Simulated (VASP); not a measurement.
# Sb: single point with PBE

Crystal: Sb.

```
CELL_PARAMETERS angstrom
12.88081 0.00000 0.00000
0.00000 4.37837 0.00000
0.00000 0.00000 4.55941
ATOMIC_POSITIONS crystal
Sb 0.86383 0.00000 0.07403
Sb 0.11185 0.50000 0.48949
Sb 0.36383 0.00000 0.92597
Sb 0.61185 0.50000 0.51051
Sb 0.88815 0.50000 0.51051
Sb 0.13617 0.00000 0.92597
Sb 0.38815 0.50000 0.48949
Sb 0.63617 0.00000 0.07403
```

- Program: VASP 6.6.1
- Task: single point
- Functional: PBE
- Potentials or basis: VASP PAW PBE potentials, release 64 (Sb)
- Cutoff: 520 eV
- k mesh: 4 × 8 × 8
- Occupations: gaussian, width 0.1 eV
- Spin: no spin polarisation

```json
{
 "Pressure": "0.0 GPa",
 "Largest force": "0.036 eV/Å",
 "Band gap on the k mesh": "zero (bands 20 and 21 overlap by 0.15 eV)"
}
```

Forces on the atoms (eV/Å):
```
Sb   0.022  0.000 -0.029
Sb   0.017  0.000 -0.032
Sb   0.022  0.000  0.029
Sb   0.017  0.000  0.032
Sb  -0.017  0.000  0.032
Sb  -0.022  0.000  0.029
Sb  -0.017  0.000 -0.032
Sb  -0.022  0.000 -0.029
```

Levels at points of the mesh, in eV from the Fermi level:
```tsv
k point	band 17	band 18	band 19	band 20	band 21	band 22	band 23	band 24
(0.00, 0.00, 0.00)	-2.15	-1.74	-1.66	-1.66	1.65	1.72	2.01	2.12
(0.50, 0.00, 0.00)	-2.01	-2.01	-0.91	-0.91	1.02	1.02	1.78	1.78
(0.00, 0.50, 0.00)	-1.12	-1.09	-0.50	-0.24	-0.10	-0.06	-0.06	-0.01
(0.50, 0.50, 0.00)	-0.87	-0.87	-0.72	-0.72	0.08	0.08	0.27	0.27
(0.00, 0.00, 0.50)	-0.74	-0.67	-0.46	-0.40	-0.07	0.28	0.33	0.38
(0.50, 0.00, 0.50)	-0.64	-0.64	-0.35	-0.35	0.23	0.23	0.59	0.59
(0.00, 0.50, 0.50)	-3.42	-3.28	-1.15	-1.05	0.78	0.87	1.74	1.95
(0.50, 0.50, 0.50)	-2.50	-2.50	-2.34	-2.34	1.87	1.87	2.47	2.47
```

It took 6.8 min on 1 thread of Oxide Virtual Turin-like Processor, on a shared host, peak memory 0.56 GiB.

Caveat: spin-orbit coupling is left out, which moves the levels of the heavy elements.
